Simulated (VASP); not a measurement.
Set up this calculation in VASP 6.6.1, as the native input.

| Quantity | Value |
| --- | --- |
| Task | single point |
| Functional | PBE |
| Dispersion | D3(BJ) |
| Potentials or basis | VASP PAW PBE potentials, release 64 (O, H, K_sv) |
| Cutoff | 520 eV |
| k mesh | 1 × 1 × 1 |
| Occupations | fermi-dirac, width 0.02 eV |
| Spin | no spin polarisation |
| Dipole correction | no |
| Further INCAR settings | LREAL = Auto; ALGO = Normal; EDIFF = 1e-06; NBANDS = 59 |

The structure of KH17O9 lies in POSCAR:

```
KH17O9
1.0
    7.1738770000      0.0000000000      0.0000000000
    0.0000000000      7.1738770000      0.0000000000
    0.0000000000      0.0000000000      7.1738770000
O H K
9 17 1
Direct
    0.8576952184      0.1806554531      0.3415726252
    0.2121447022      0.8291471961      0.9475908215
    0.4477495223      0.6561723877      0.2256381034
    0.1120454114      0.5374639125      0.5185341204
    0.7292569973      1.0532658979      0.8124477183
    0.0972138218      0.8838595922      0.2930493511
    0.4704290302      0.3614503009      1.0210796756
    0.1157951272      0.4312730759      0.8732655996
    0.0698088356      0.1138296628      0.7378158282
    0.8462509184      0.3054136557      0.2880311441
    0.9662000059      0.1199351480      0.2996984755
    0.1630777890      0.9246046454      0.8532764083
    0.1664093209      0.7268175911      0.8818104910
    0.4335730875      0.7461376882      0.1126726873
    0.4613823181      0.5298529651      0.1790105964
    0.2493491316      0.5631543446      0.5187013940
    0.0733355200      0.5176001763      0.6535517685
    0.7046956618      0.9579339038      0.9057306112
    0.8775171361      1.0534192320      0.7742675265
    0.1476468024      0.8297465931      0.1811990922
    0.1047829507      0.7835233306      0.3916989377
    0.5271765881      0.2720147000      0.9359792480
    0.3560557283      0.3896637759      0.9513823557
    0.0422365758      0.4416997950      0.9815334163
    0.0967816984      0.2974263428      0.8307084161
    0.0830095080      0.1336097622      0.6080672975
    0.5768707771     -0.0349322967      0.4459373920
```

These files were run (other wordings do the same):

INCAR

```
PREC = Accurate ; ENCUT = 520
EDIFF = 1E-6 ; ISMEAR = -1
SIGMA = 0.02 ; LREAL = Auto
LASPH = T ; NELM = 60
ALGO = Normal ; ISIF = 2
LWAVE = F ; LCHARG = F
GGA = PE ; IVDW = 12
NBANDS = 59
```

KPOINTS

```
Automatic mesh
0
Gamma
  1 1 1
```

Potentials or basis: VASP PAW PBE potentials, release 64 (O, H, K_sv).

Launch:

```sh
$ cat potpaw_PBE.64/O/POTCAR potpaw_PBE.64/H/POTCAR potpaw_PBE.64/K_sv/POTCAR > POTCAR
$ mpirun -np 1 vasp_gam > vasp.out
```

It gave:

```json
{"Pressure": "0.0 GPa", "Largest force": "2.897 eV/Å", "Band gap on the k mesh": "3.41 eV", "Dispersion energy per atom": "-0.033 eV"}
```

Caveat: the k points lie up to 0.88 Å⁻¹ apart.

Run time: 40 s on 1 thread of Intel(R) Xeon(R) Platinum 8488C (Sapphire Rapids), on a shared host, peak memory 0.36 GiB.
